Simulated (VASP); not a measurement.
# As (Fmmm) in VASP: further runs, part 2 of 2

VASP 6.6.1. The steps go on from the part before.

## 3. Single point, PBE

INCAR reads:

```
ALGO = Normal
EDIFF = 1E-6
ENCUT = 520
GGA = PE
ISIF = 2
ISMEAR = 0
LASPH = T
LCHARG = F
LREAL = F
LWAVE = F
NBANDS = 8
NELM = 100
PREC = Accurate
SIGMA = 0.1
```

KPOINTS reads:

```
k-points
0
Gamma
  22 22 22
```

POSCAR reads:

```
As
1.0
    0.0000000000      1.9343681098      2.6579535510
    1.9333485715      0.0000000000      2.6579535510
    1.9333485715      1.9343681098      0.0000000000
As
1
Direct
    0.0000000000      0.0000000000      0.0000000000
```

Potentials or basis: VASP PAW PBE potentials, release 64 (As).

Launch:

```console
$ cat potpaw_PBE.64/As/POTCAR > POTCAR
$ mpirun -np 1 vasp_std > vasp.out
```

OUTCAR:

```text
EDIFF = 1E-6
   ENCUT = 520
   GGA = PE
   ISIF = 2
   ISMEAR = 0
   LASPH = T
   LREAL = F
   NELM = 100
   PREC = Accurate

 ion  position               nearest neighbor table
   1  0.000  0.000  0.000-

  LATTYP: Found a face centered orthorhombic cell.
 ALAT       =     3.8666971430
 B/A-ratio  =     1.0005273432
 C/A-ratio  =     1.3747927250

  Lattice vectors:

 A1 = (   0.0000000000,   1.9343681098,   2.6579535510)
 A2 = (   1.9333485715,   0.0000000000,   2.6579535510)
 A3 = (   1.9333485715,   1.9343681098,   0.0000000000)

Analysis of symmetry for initial positions (statically):
=====================================================================
 Subroutine PRICEL returns:
 Original cell was already a primitive cell.

 Routine SETGRP: Setting up the symmetry group for a
 face centered orthorhombic supercell.

 Subroutine GETGRP returns: Found  8 space group operations
 (whereof  8 operations were pure point group operations)
 out of a pool of  8 trial point group operations.

The static configuration has the point symmetry D_2h.

Analysis of symmetry for dynamics (positions and initial velocities):
=====================================================================
 Subroutine PRICEL returns:
 Original cell was already a primitive cell.

 Routine SETGRP: Setting up the symmetry group for a
 face centered orthorhombic supercell.

 Subroutine GETGRP returns: Found  8 space group operations
 (whereof  8 operations were pure point group operations)
 out of a pool of  8 trial point group operations.

The dynamic configuration has the point symmetry D_2h.

 Subroutine INISYM returns: Found  8 space group operations
 (whereof  8 operations are pure point group operations),
 and found     1 'primitive' translations

----------------------------------------------------------------------------------------

                                     Primitive cell

  volume of cell :      19.8805

  direct lattice vectors                    reciprocal lattice vectors
     0.000000000  1.934368110  2.657953551    -0.258618651  0.258482342  0.188114649
     1.933348572  0.000000000  2.657953551     0.258618651 -0.258482342  0.188114649
     1.933348572  1.934368110  0.000000000     0.258618651  0.258482342 -0.188114649

  length of vectors
     3.287323693  3.286723867  2.734888788     0.411198066  0.411198066  0.411198066

  position of ions in fractional coordinates (direct lattice)
     0.000000000  0.000000000  0.000000000

  ion indices of the primitive-cell ions
   primitive index   ion index
                 1           1

----------------------------------------------------------------------------------------

 KPOINTS: k-points

Automatic generation of k-mesh.
 Grid dimensions read from file:
 generate k-points for:   22   22   22

 Generating k-lattice:

  Cartesian coordinates                     Fractional coordinates (reciprocal lattice)
    -0.011755393  0.011749197  0.008550666     0.045454545  0.000000000  0.000000000
     0.011755393 -0.011749197  0.008550666    -0.000000000  0.045454545 -0.000000000
     0.011755393  0.011749197 -0.008550666     0.000000000  0.000000000  0.045454545

  Length of vectors
     0.018690821  0.018690821  0.018690821

  Shift w.r.t. Gamma in fractional coordinates (k-lattice)
     0.000000000  0.000000000  0.000000000

 Subroutine IBZKPT returns following result:
 ===========================================

 Found   1530 irreducible k-points:

 Following reciprocal coordinates:
            Coordinates               Weight
  0.000000  0.000000  0.000000      1.000000
  0.045455  0.000000 -0.000000      8.000000
  0.090909  0.000000 -0.000000      8.000000
  0.136364  0.000000  0.000000      8.000000
  0.181818 -0.000000  0.000000      8.000000
  0.227273  0.000000  0.000000      8.000000
[... 16 lines left out ...]
  0.500000  0.045455 -0.000000      8.000000
 -0.454545  0.045455  0.000000      8.000000
 [... further k-points ...]
   k-points           NKPTS =   1530   k-points in BZ     NKDIM =   1530   number of bands    NBANDS=      8
   number of dos      NEDOS =    301   number of ions     NIONS =      1
   total plane-waves  NPLWV =  11520
   dimension x,y,z NGX =    24 NGY =   24 NGZ =   20
   dimension x,y,z NGXF=    48 NGYF=   48 NGZF=   40
   ions per type =               1
   NGX,Y,Z   is equivalent  to a cutoff of  12.14, 12.14, 12.16 a.u.
   NGXF,Y,Z  is equivalent  to a cutoff of  24.27, 24.28, 24.31 a.u.
 SYSTEM =  unknown system
   PREC   = accura    normal or accurate (medium, high low for compatibility)
   ISTART =      0    job   : 0-new  1-cont  2-samecut
   ICHARG =      2    charge: 1-file 2-atom 10-const
   ISPIN  =      1    spin polarized calculation?
   LNONCOLLINEAR =      F non collinear calculations
   LSORBIT =      F    spin-orbit coupling
   LASPH  =      T    aspherical Exc in radial PAW
   ENCUT  =  520.0 eV  38.22 Ry    6.18 a.u.   6.11  6.11  5.09*2*pi/ulx,y,z
   NELM   =    100;   NELMIN=  2; NELMDL= -5     # of ELM steps
   EDIFF  = 0.1E-05   stopping-criterion for ELM
   LREAL  =      F    real-space projection
   EDIFFG = 0.1E-04   stopping-criterion for IOM
   NSW    =      0    number of steps for IOM
   IBRION =     -1    ionic relax: 0-MD 1-quasi-New 2-CG
   NFREE  =      0    steps in history (QN), initial steepest desc. (CG)
   ISIF   =      2    stress and relaxation
   ISYM   =      2    0-nonsym 1-usesym 2-fastsym
   POTIM  = 0.5000    time-step for ionic-motion
   TEBEG  =    0.0;   TEEND  =   0.0 temperature during run
   PSTRESS=    0.0 pullay stress
   NELECT =       5.0000    total number of electrons
   NUPDOWN=      -1.0000    fix difference up-down
   EMIN   =  10.00;   EMAX   =-10.00  energy-range for DOS
   EFERMI =   0.00;   METHOD = LEGACY
   ISMEAR =     0;   SIGMA  =   0.10  broadening in eV -4-tet -1-fermi 0-gaus
   EFERMI_NEDOS =   21; number of points for ismear=-14 and -15
   IALGO  =     38    algorithm
   IMIX   =      4    mixing-type and parameters
     AMIX     =   0.40;   BMIX     =  1.00
     AMIX_MAG =   1.60;   BMIX_MAG =  1.00
  volume/ion in A,a.u.               =      19.88       134.16
  Fermi-wavevector in a.u.,A,eV,Ry     =   1.033370  1.952787 14.529036  1.067854
  Thomas-Fermi vector in A             =   2.167614
   LORBIT       =      0    0 simple, 1 ext, 2 COOP (PROOUT), +10 PAW based schemes
   GGA     = PE    functional components
   LHFCALC =     F    Hartree Fock is set to
   AEXX    =    0.0000 exact exchange contribution
   IVDW    =     0    specifies the selected vdW correction
   LEPSILON=     F    determine dielectric tensor
   LRPA    =     F    only Hartree local field effects (RPA)
 non-spin polarized calculation
 Gauss-broadening in eV      SIGMA  =   0.10
  energy-cutoff  :      520.00
  volume of cell :       19.88
 maximum number of plane-waves:       550
   NGX = 13   NGY = 13   NGZ = 11

 number of electron       4.9999999 magnetization

 Free energy of the ion-electron system (eV)
  ---------------------------------------------------
  ext. energy  EPLUGINS =         0.00000000
  ---------------------------------------------------
  free energy    TOTEN  =        -4.19535881 eV

  energy without entropy =       -4.19316929  energy(sigma->0) =       -4.19426405

 E-fermi :   6.0217     XC(G=0): -10.5422

 val. band max:        6.0213200896   @ k =  -0.3636  -0.0000   0.1818
 cond. band min:       6.0383646874   @ k =  -0.4091   0.0909   0.0000
 fundamental gap:      0.0170445977
 Fermi energy:         6.0216785699

 k-point     1 :       0.0000    0.0000    0.0000
  band No.  band energies     occupation
      1      -8.8291      2.00000
      2       9.2974      0.00000
      3      12.0753      0.00000
      4      12.0781      0.00000
      5      15.7499      0.00000
      6      17.0571      0.00000
      7      20.3484      0.00000
      8      20.4550      0.00000

 k-point     2 :       0.0455    0.0000   -0.0000
  band No.  band energies     occupation
      1      -8.7807      2.00000
      2       9.1950      0.00000
      3      11.6257      0.00000
      4      12.0869      0.00000
      5      15.8633      0.00000
      6      17.3256      0.00000
      7      19.5085      0.00000
      8      20.4921      0.00000
[... 221 lines left out ...]
 k-point    23 :       0.5000    0.0455   -0.0000
  band No.  band energies     occupation
      1      -4.5399      2.00000
      2      -0.2552      2.00000
      3       6.5583      0.00000
      4      12.5582      0.00000
      5      12.8595      0.00000
      6      19.1005      0.00000
      7      20.9337      0.00000
      8      22.1528      0.00000

 k-point    24 :      -0.4545    0.0455    0.0000
  band No.  band energies     occupation
      1      -4.4809      2.00000
      2      -0.3447      2.00000
      3       6.6601      0.00000
      4      12.4470      0.00000
      5      12.9640      0.00000
      6      19.3895      0.00000
      7      20.8017      0.00000
      8      21.8369      0.00000

 [... further k-points ...]
[... 5 lines left out ...]
  --------------------------------------------------------------------------------------
  -------------------------------------------------------------------------------------
  Total        0.0188186      0.0168699      0.0052717      0.0000000      0.0000000      0.0000000
  in kB        1.5166042      1.3595559      0.4248527      0.0000000      0.0000000      0.0000000
  external PRESSURE =       1.1003376 kB  Pullay stress =       0.0000000 kB

 VOLUME and BASIS-vectors are now :
 -----------------------------------------------------------------------------
  energy-cutoff  :      520.00
  volume of cell :       19.88
      direct lattice vectors                 reciprocal lattice vectors
     0.000000000  1.934368110  2.657953551    -0.258618651  0.258482342  0.188114649
     1.933348572  0.000000000  2.657953551     0.258618651 -0.258482342  0.188114649
     1.933348572  1.934368110  0.000000000     0.258618651  0.258482342 -0.188114649

 POSITION                                       TOTAL-FORCE (eV/Angst)
 -----------------------------------------------------------------------------------
      0.00000      0.00000      0.00000         0.000000      0.000000      0.000000
 -----------------------------------------------------------------------------------
    total drift:                                0.000000      0.000000     -0.000000

  FREE ENERGIE OF THE ION-ELECTRON SYSTEM (eV)
  ---------------------------------------------------
  free  energy   TOTEN  =        -4.1953588113 eV

  energy  without entropy=       -4.1931692906  energy(sigma->0) =       -4.19426405
```

OSZICAR:

```text
N       E                     dE             d eps       ncg     rms          rms(c)
DAV:   1     0.245127022932E+01    0.24513E+01   -0.21026E+03 24600   0.470E+02
DAV:   2    -0.413077189086E+01   -0.65820E+01   -0.63426E+01 33064   0.492E+01
DAV:   3    -0.420111889268E+01   -0.70347E-01   -0.70162E-01 28680   0.544E+00
DAV:   4    -0.420117381462E+01   -0.54922E-04   -0.54921E-04 37816   0.172E-01
DAV:   5    -0.420117383002E+01   -0.15401E-07   -0.15060E-07 28880   0.180E-03    0.194E+00
DAV:   6    -0.419705369068E+01    0.41201E-02   -0.30300E-03 29600   0.283E-01    0.113E+00
DAV:   7    -0.419534300611E+01    0.17107E-02   -0.57642E-03 28896   0.396E-01    0.478E-02
DAV:   8    -0.419535831216E+01   -0.15306E-04   -0.12153E-04 30480   0.775E-02    0.611E-03
DAV:   9    -0.419535881130E+01   -0.49915E-06   -0.85735E-07 35128   0.750E-03
   1 F= -.41953588E+01 E0= -.41942641E+01  d E =-.218952E-02
```

stdout:

```text
POSCAR found type information on POSCAR As
 POSCAR found :  1 types and       1 ions
 scaLAPACK will be used
 LDA part: xc-table for (Slater+PW92), standard interpolation
 POSCAR, INCAR and KPOINTS ok, starting setup
 FFT: planning ... GRIDC
 FFT: planning ... GRID_SOFT
 FFT: planning ... GRID
 WAVECAR not read
 entering main loop
```

Wall time 59 s (1 thread of Intel Xeon Platinum 8488C (Sapphire Rapids), shared host); peak memory 0.34 GiB.

Results:

- Free energy: -4.1954 eV
- Pressure: 0.1 GPa
- Band gap on the k mesh: zero (an odd number of electrons rules out a gap without spin polarisation)

Stress tensor (GPa, compression positive):
```
0.15 0.00 0.00
0.00 0.14 0.00
0.00 0.00 0.04
```

## 4. Relaxation of cell and atoms, PBE

INCAR reads:

```
SYSTEM = As
ALGO = Normal
EDIFF = 1E-6
EDIFFG = -0.01
ENCUT = 600
GGA = PE
IBRION = 2
ISIF = 3
ISMEAR = 0
LASPH = .TRUE.
LCHARG = .FALSE.
LREAL = .FALSE.
LWAVE = .FALSE.
NELM = 80
NSW = 100
PREC = Accurate
SIGMA = 0.1
```

KPOINTS reads:

```
k-points
0
G
  22 22 22
  0 0 0
```

POSCAR is that of step 3.

Potentials or basis: VASP PAW PBE potentials, release 64 (As).

Launch:

```console
$ cat potpaw_PBE.64/As/POTCAR > POTCAR
$ mpirun -np 1 vasp_std > vasp.out
```

OUTCAR:

```text
SYSTEM = As
   EDIFF = 1E-6
   EDIFFG = -0.01
   ENCUT = 600
   GGA = PE
   IBRION = 2
   ISIF = 3
   ISMEAR = 0
   LASPH = .TRUE.
   LREAL = .FALSE.
   NELM = 80
   NSW = 100
   PREC = Accurate

 ion  position               nearest neighbor table
   1  0.000  0.000  0.000-

  LATTYP: Found a face centered orthorhombic cell.
 ALAT       =     3.8666971430
 B/A-ratio  =     1.0005273432
 C/A-ratio  =     1.3747927250

  Lattice vectors:

 A1 = (   0.0000000000,   1.9343681098,   2.6579535510)
[... 437 lines left out ...]
      1      -4.4983      2.00000
      2      -0.3519      2.00000
      3       6.6414      0.00000
      4      12.4291      0.00000
      5      12.9179      0.00000
      6      19.3457      0.00000

 [... further k-points ...]
[... 5 lines left out ...]
  --------------------------------------------------------------------------------------
  -------------------------------------------------------------------------------------
  Total       -0.0073159     -0.0089770     -0.0076528      0.0000000      0.0000000      0.0000000
  in kB       -0.5884362     -0.7220385     -0.6155341      0.0000000      0.0000000      0.0000000
  external PRESSURE =      -0.6420029 kB  Pullay stress =       0.0000000 kB

 VOLUME and BASIS-vectors are now :
 -----------------------------------------------------------------------------
  energy-cutoff  :      600.00
  volume of cell :       19.92
      direct lattice vectors                 reciprocal lattice vectors
     0.000000000  1.935935750  2.658622169    -0.258384928  0.258273034  0.188067340
     1.935097393  0.000000000  2.658622169     0.258384928 -0.258273034  0.188067340
     1.935097393  1.935935750  0.000000000     0.258384928  0.258273034 -0.188067340

 POSITION                                       TOTAL-FORCE (eV/Angst)
 -----------------------------------------------------------------------------------
      1.93510      1.93594      0.00000        -0.000000      0.000000      0.000000
 -----------------------------------------------------------------------------------
    total drift:                                0.000000      0.000000      0.000000

  FREE ENERGIE OF THE ION-ELECTRON SYSTEM (eV)
  ---------------------------------------------------
  free  energy   TOTEN  =        -4.1954059194 eV

  energy  without entropy=       -4.1932212053  energy(sigma->0) =       -4.19431356

 reached required accuracy - stopping structural energy minimisation
```

OSZICAR:

```text
N       E                     dE             d eps       ncg     rms          rms(c)
DAV:   1     0.537815072022E+01    0.53782E+01   -0.22914E+03 18396   0.710E+02
DAV:   2    -0.404886190181E+01   -0.94270E+01   -0.90468E+01 25734   0.729E+01
DAV:   3    -0.420100083417E+01   -0.15214E+00   -0.15124E+00 21210   0.968E+00
DAV:   4    -0.420122504873E+01   -0.22421E-03   -0.22421E-03 26238   0.406E-01
DAV:   5    -0.420122514499E+01   -0.96268E-07   -0.96739E-07 21642   0.618E-03    0.194E+00
DAV:   6    -0.419709792362E+01    0.41272E-02   -0.30199E-03 21732   0.377E-01    0.113E+00
DAV:   7    -0.419538309021E+01    0.17148E-02   -0.58062E-03 22410   0.530E-01    0.478E-02
DAV:   8    -0.419539953498E+01   -0.16445E-04   -0.13966E-04 20652   0.106E-01    0.686E-03
DAV:   9    -0.419540013361E+01   -0.59863E-06   -0.11096E-06 24096   0.108E-02
   1 F= -.41954001E+01 E0= -.41943054E+01  d E =-.419540E+01
       N       E                     dE             d eps       ncg     rms          rms(c)
DAV:   1    -0.419543204316E+01   -0.32508E-04   -0.10070E-03 19932   0.202E-01    0.254E-02
DAV:   2    -0.419541483524E+01    0.17208E-04   -0.17773E-05 21624   0.369E-02    0.142E-02
DAV:   3    -0.419540584218E+01    0.89931E-05   -0.18388E-05 19500   0.270E-02    0.300E-03
DAV:   4    -0.419540591939E+01   -0.77202E-07   -0.68472E-08  9912   0.304E-03
   2 F= -.41954059E+01 E0= -.41943136E+01  d E =-.578577E-05
```

It took 1.9 min on 1 thread of Intel Xeon Platinum 8488C (Sapphire Rapids), shared host; peak memory 0.38 GiB.

What came out:

| Property | Result |
| --- | --- |
| Free energy | -4.1954 eV |
| Relaxed volume | 19.92 Å³/atom |
| Relaxed cell | a = 3.289 Å, b = 3.288 Å, c = 2.737 Å, α = 65.42°, β = 65.40°, γ = 49.19° |
| Space group after relaxing (to 0.1 Å) | I4/mmm (No. 139) |
| Energy gained by relaxing | 0.0 meV/atom |
| Ionic steps | 2 |
| Pressure after relaxing | -0.1 GPa |
| Band gap on the k mesh | zero (an odd number of electrons rules out a gap without spin polarisation) |

Final structure:
```cif
data_structure
_symmetry_space_group_name_H-M 'P 1'
_symmetry_Int_Tables_number 1
_cell_length_a 3.2888
_cell_length_b 3.2883
_cell_length_c 2.7372
_cell_angle_alpha 65.416
_cell_angle_beta 65.397
_cell_angle_gamma 49.187
_cell_volume 19.92
loop_
_atom_site_label
_atom_site_type_symbol
_atom_site_fract_x
_atom_site_fract_y
_atom_site_fract_z
_atom_site_occupancy
As1 As 0.00000 0.00000 0.00000 1
```

Levels at points of the mesh, in eV from the Fermi level:
```csv
k point,band 1,band 2,band 3,band 4,band 5,band 6
"(0.00, 0.00, 0.00)",-14.83,3.27,6.04,6.04,9.73,11.03
"(0.50, 0.00, 0.00)",-10.48,-6.43,0.90,6.08,6.92,13.41
"(0.50, 0.50, 0.00)",-11.84,-6.49,3.75,3.75,8.09,8.91
"(0.50, 0.00, 0.50)",-7.21,-4.44,-1.81,1.25,4.01,5.70
"(0.00, 0.50, 0.50)",-7.21,-4.43,-1.81,1.25,4.01,5.69
```
